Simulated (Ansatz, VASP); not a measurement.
One calculation of Si2W, two programs

```xyz
3
Lattice="-1.5505 1.6293 3.9400 1.6293 -1.5505 3.9400 1.5827 1.5827 -3.9079" Properties=species:S:1:pos:R:3 pbc="T T T"
Si    0.0262    0.0262    2.6240
Si    0.0526    0.0526    5.2560
W     0.0000    0.0000    0.0000
```

Change from the starting cell: equal xy, yz and zx shear strains of +2 %.

Alike in both runs: task single point; functional LDA; k mesh 11 × 11 × 14; occupations fermi-dirac, width 0.05 eV; no spin polarisation.

```csv
,VASP,Ansatz
version,VASP 6.6.1,Ansatz 0.2.0
potentials or method,"VASP PAW LDA potentials, release 64 (Si, W_sv), cutoff 520 eV","all-electron LAPW, scalar-relativistic"
```

|  | VASP | Ansatz | Ansatz less VASP |
| --- | --- | --- | --- |
| pressure (GPa) | -6.3 | -7.0 | -0.71 |
| traceless stress, the component that is largest in VASP (GPa) | -3.80 | -3.77 | +0.021 |
| rms of the force components (eV/Å) | 0.146 | 0.153 | +0.0068 |

LDA's correlation is that of Perdew and Zunger in VASP and of Perdew and Wang (1992) in Ansatz. Atom by atom the forces differ by 0.007 eV/Å (rms over components). Ansatz ran all-electron here, and VASP with PAW potentials.

Neither program's run includes spin-orbit coupling.
